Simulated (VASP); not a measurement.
Set up this calculation in VASP 6.6.1, as the native input.

```yaml
Task: electric field gradients
Functional: PBE
Potentials_or_basis: VASP PAW PBE potentials, release 64 (Ta_pv, N)
Cutoff: 520 eV
k_mesh: 9 × 9 × 9
Occupations: fermi-dirac, width 0.02 eV
Spin: no spin polarisation
Dipole_correction: no
Further_INCAR_settings: ALGO = Normal; EDIFF = 1e-08; NBANDS = 15
```

The structure of TaN lies in POSCAR:

```
TaN
1.0
    0.0000000000      2.1643753983      2.1643753983
    2.1643753983      0.0000000000      2.1643753983
    2.1643753983      2.1643753983      0.0000000000
Ta N
1 1
Direct
    0.5000000000      0.5000000000      0.5000000000
    0.0000000000      0.0000000000      0.0000000000
```

This cell differs from its parent crystal: volume scaled by 0.98.

The input as run:

INCAR

```
  PREC = Accurate
  ENCUT = 520
  EDIFF = 1E-8
  ISMEAR = -1
  SIGMA = 0.02
  LREAL = False
  LASPH = True
  NELM = 80
  ALGO = Normal
  ISIF = 2
  LWAVE = False
  LCHARG = False
  GGA = PE
  LEFG = True
  NBANDS = 15
```

KPOINTS

```
regular mesh
0
Gamma
  9 9 9
```

Potentials or basis: VASP PAW PBE potentials, release 64 (Ta_pv, N).

The run is started by

```sh
$ cat potpaw_PBE.64/Ta_pv/POTCAR potpaw_PBE.64/N/POTCAR > POTCAR
$ mpirun -np 1 vasp_std > vasp.out
```

It gave:

```json
{"Pressure": "23.8 GPa", "Band gap on the k mesh": "zero (band 8 reaches 11.76 eV, above the bottom of band 9 at 7.85 eV)"}
```

Caveat: without QUAD_EFG the Cq values of the log hold for a quadrupole moment of 1 mb, not for the nuclei; spin-orbit coupling is left out, which moves the levels of the heavy elements.

It took 5.3 s on 1 thread of Intel(R) Xeon(R) 6975P-C (Granite Rapids) (shared host), peak memory 0.14 GiB.
